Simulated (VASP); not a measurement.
Here is a VASP 6.6.1 calculation.

The input POSCAR:

```
Mo
1.0
   -1.5734150000      1.5734150000      1.5734150000
    1.5734150000     -1.5734150000      1.5734150000
    1.5734150000      1.5734150000     -1.5734150000
Mo
1
Direct
    0.0000000000      0.0000000000      0.0000000000
```

INCAR.step1

```
  PREC = Accurate
  ENCUT = 520
  ISMEAR = 0
  SIGMA = 0.05
  LREAL = False
  LASPH = True
  NELM = 100
  NBANDS = 13
  GGA = PE
  ALGO = Normal
  EDIFF = 1E-4
  LWAVE = True
  LCHARG = False
```

INCAR.step2

```
  PREC = Accurate
  ENCUT = 520
  EDIFF = 1E-8
  ISMEAR = 0
  SIGMA = 0.05
  LREAL = False
  LASPH = True
  NELM = 100
  ALGO = Normal
  ISIF = 2
  LWAVE = False
  LCHARG = False
  METAGGA = R2SCAN
  LMIXTAU = True
  LEFG = True
  NBANDS = 13
  ISTART = 1
```

KPOINTS

```
Automatic mesh
0
Gamma
  20 20 20
```

Potentials or basis: VASP PAW PBE potentials, release 64 (Mo_sv).

Run with:

```console
$ cat potpaw_PBE.64/Mo_sv/POTCAR > POTCAR
$ cp INCAR.step1 INCAR
$ mpirun -np 1 vasp_std > vasp.out
$ cp INCAR.step2 INCAR
$ mpirun -np 1 vasp_std > vasp.out
```

Problem. Predict the pressure.

Solution. 2.2 GPa.

Problem. What does it give for the band gap on the k mesh?

Solution. Zero (band 7 reaches 16.76 eV, above the bottom of band 8 at 11.17 eV).

Caveat: without QUAD_EFG the Cq values of the log hold for a quadrupole moment of 1 mb, not for the nuclei; the PAW data sets were made with another functional, which shifts forces and pressure a little.
